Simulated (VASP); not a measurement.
## C4F: single point with PBE+D3(BJ)

C4F:

```
CELL_PARAMETERS angstrom
2.67619 -3.97611 0.00000
2.67619 3.97611 0.00000
0.00000 0.00000 2.38555
ATOMIC_POSITIONS crystal
C 0.82430 0.82430 0.50000
C 0.89604 0.10396 0.00000
C 0.10396 0.89604 0.00000
C 0.17570 0.17570 0.50000
F 0.50000 0.50000 0.50000
```

The cell was built from a structure type or drawn by symmetry, and may not be a known phase.

```json
{
 "Program": "VASP 6.6.1",
 "Task": "single point",
 "Functional": "PBE",
 "Dispersion": "D3(BJ)",
 "Potentials or basis": "VASP PAW PBE potentials, release 64 (C, F)",
 "Cutoff": "520 eV",
 "k mesh": "8 × 8 × 16",
 "Occupations": "gaussian, width 0.1 eV",
 "Spin": "no spin polarisation"
}
```

The pressure is 0.2 GPa and the largest force is 0.061 eV/Å. The band gap on the k mesh is zero (an odd number of electrons rules out a gap without spin polarisation) and the dispersion energy per atom is -0.087 eV.

Forces in eV/Å, atoms in the order of the input:
```
C   -0.037  0.000  0.000
C    0.000  0.061  0.000
C    0.000 -0.061  0.000
C    0.037  0.000  0.000
F    0.000  0.000  0.000
```

Levels at points of the mesh, in eV from the Fermi level:
```
           k point  band 9  band 10  band 11  band 12  band 13  band 14
(0.00, 0.00, 0.00)   -4.35    -2.60    -2.22     2.93     3.01     3.34
(0.50, 0.00, 0.00)   -3.14    -2.89     1.90     2.12     2.60     3.28
(0.50, 0.50, 0.00)   -3.54    -2.61    -2.32     2.65     3.00     3.40
(0.00, 0.00, 0.50)   -3.93    -2.72    -1.10    -0.80     0.45     1.30
(0.50, 0.00, 0.50)   -5.00    -4.27    -0.86     1.15     1.61     3.48
(0.50, 0.50, 0.50)   -3.80    -2.75    -0.75    -0.46     0.79     1.88
```

Run time: 110 s on 1 thread of Intel(R) Xeon(R) Platinum 8259CL CPU @ 2.50GHz (Skylake/Cascade Lake) (shared host), peak memory 0.28 GiB.

Caveat: an odd number of electrons without spin polarisation forces a metal; a magnetic or distorted state may lie lower.
